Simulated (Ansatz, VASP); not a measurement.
## One calculation of Rh, two programs

File INCAR:

```
SYSTEM = Rh
ALGO = Normal
EDIFF = 1E-6
ENCUT = 520
GGA = PE
ISIF = 2
ISMEAR = -1
LASPH = .True.
LCHARG = .True.
LELF = .True.
LREAL = .False.
LVHAR = .True.
LWAVE = .False.
NBANDS = 14
NELM = 100
PREC = Accurate
SIGMA = 0.05
```

KPOINTS

```
k-points
0
Gamma
  14 14 14
  0 0 0
```

The input POSCAR:

```
Rh
1.0
    0.0000000000      1.9150000000      1.9150000000
    1.9150000000      0.0000000000      1.9150000000
    1.9150000000      1.9150000000      0.0000000000
Rh
1
Direct
    0.0000000000      0.0000000000      0.0000000000
```

Input for Ansatz:

```yaml
crystal:
  lattice:
    - [0.0, 1.915, 1.915]
    - [1.915, 0.0, 1.915]
    - [1.915, 1.915, 0.0]
  atoms:
    - { symbol: Rh, position: [0.0, 0.0, 0.0] }
hamiltonian:
  xc: pbe
  pseudopotentials: { kind: paw }
basis:
  ecutwfc: 420
kpoints:
  mp_grid: { grid: [14, 14, 14] }
scf:
  occupations: { method: fermi_dirac, width: 0.05 }
  lower_state_search: "off"
output:
  forces: true
  stress: true
  write_density: true
  write_potential: true
  elf: true
  volumetric_format: npy
```

Alike in both runs: task single point; functional PBE; k mesh 14 × 14 × 14; occupations fermi-dirac, width 0.05 eV; no spin polarisation.

```csv
,VASP,Ansatz
version,VASP 6.6.1,Ansatz 0.2.0
potentials or method,"VASP PAW PBE potentials, release 64 (Rh_pv), cutoff 520 eV","PAW, plane waves, scalar-relativistic"
valence electrons in the cell,15,17
```

```csv
,VASP,Ansatz,Ansatz less VASP
pressure (GPa),0.1,0.1,-0.03
```

With one functional, cell and mesh, what is left measures potentials, basis and numerics. VASP's potentials hold 15 valence electrons a cell and Ansatz's 17, so a difference there can come from the potentials and not from the codes.
